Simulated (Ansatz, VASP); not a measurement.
## BeSi2Br in VASP and in Ansatz

```
Be Si Br
1.0
     2.79848    0.00000    0.00000
    -1.39924    2.42356    0.00000
     0.00000    0.00000   10.39250
Be Si Br
1 2 1
Direct
  0.00000 0.00000 0.50000
  0.00000 0.00000 0.71681
  0.00000 0.00000 0.28319
  0.00000 0.00000 0.00000
```

Alike in both runs: functional PBE; k mesh 18 × 18 × 6; occupations gaussian, width 0.1 eV; no spin polarisation.

Ansatz relaxed the structure, and its values are those at the end. VASP's run is a single point on that final structure, the one shown.

|  | VASP | Ansatz |
| --- | --- | --- |
| version | VASP 6.6.1 | Ansatz 0.2.0 |
| potentials or method | VASP PAW PBE potentials, release 64 (Be, Si, Br), cutoff 520 eV | scalar-relativistic, plane waves, PAW |
| valence electrons in the cell | 17 | 17 |

|  | VASP | Ansatz | Ansatz less VASP |
| --- | --- | --- | --- |
| gap on the k mesh at the Fermi level (eV) | none | none | - |
| pressure (GPa) | 0.0 | 0.0 | -0.01 |

A gap of «none» marks a metal or a gap that the smearing closes.
